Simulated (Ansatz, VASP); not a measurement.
Ca2Ag2O in VASP and in Ansatz

```
Ca Ag O
1.0
     0.00000    5.05034    5.05034
     5.05034    0.00000    5.05034
     5.05034    5.05034    0.00000
Ca Ag O
4 4 2
Direct
  0.12500 0.12500 0.12500
  0.12500 0.12500 0.62500
  0.12500 0.62500 0.12500
  0.62500 0.12500 0.12500
  0.62500 0.62500 0.62500
  0.62500 0.62500 0.12500
  0.62500 0.12500 0.62500
  0.12500 0.62500 0.62500
  0.75000 0.75000 0.75000
  0.50000 0.50000 0.50000
```

Alike in both runs: task relaxation of cell and atoms; functional PBE; k mesh 6 × 6 × 6; occupations gaussian, width 0.1 eV; no spin polarisation.

|  | VASP | Ansatz |
| --- | --- | --- |
| version | VASP 6.6.1 | Ansatz 0.2.0 |
| potentials or method | VASP PAW PBE potentials, release 64 (Ca_sv, Ag, O), cutoff 600 eV | scalar-relativistic, plane waves, PAW |
| valence electrons in the cell | 96 | 128 |

|  | VASP | Ansatz | Ansatz less VASP |
| --- | --- | --- | --- |
| gap on the k mesh at the Fermi level, each at its own relaxed structure (eV) | none | none | - |
| relaxed volume (Å³/atom) | 25.82 | 25.82 | -0.003 |
| relaxed length of the cell vector where the two differ most in proportion (Å) | 7.148 | 7.148 | -0.0003 |

A gap of «none» marks a metal or a gap that the smearing closes. VASP's potentials hold 96 valence electrons a cell and Ansatz's 128, so a difference there can come from the potentials and not from the codes.
